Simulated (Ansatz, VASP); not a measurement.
**One calculation of ScAl, two programs**

```
CELL_PARAMETERS angstrom
3.30770 0.00000 0.00000
0.00000 3.30770 0.00000
0.00000 0.00000 3.30770
ATOMIC_POSITIONS crystal
Sc 0.50000 0.50000 0.50000
Al 0.00000 0.00000 0.00000
```

Alike in both runs: functional LDA; k mesh 12 × 12 × 12; occupations gaussian, width 0.1 eV; no spin polarisation.

Ansatz relaxed the structure, and its values are those at the end. VASP's run is a single point on that final structure, the one shown.

```csv
,VASP,Ansatz
version,VASP 6.6.1,Ansatz 0.2.0
potentials or method,"VASP PAW LDA potentials, release 64 (Sc_sv, Al), cutoff 520 eV","scalar-relativistic, plane waves, PAW"
valence electrons in the cell,14,14
```

VASP gave:

```
gap on the k mesh at the Fermi level (eV) : none
pressure (GPa)                            : 0.2
```

Question: What did Ansatz give for the same quantities?

Answer: gap on the k mesh at the Fermi level (eV): none; pressure (GPa): 0.0.

LDA's correlation is that of Perdew and Zunger in VASP and of Perdew and Wang (1992) in Ansatz. A gap of «none» marks a metal or a gap that the smearing closes.
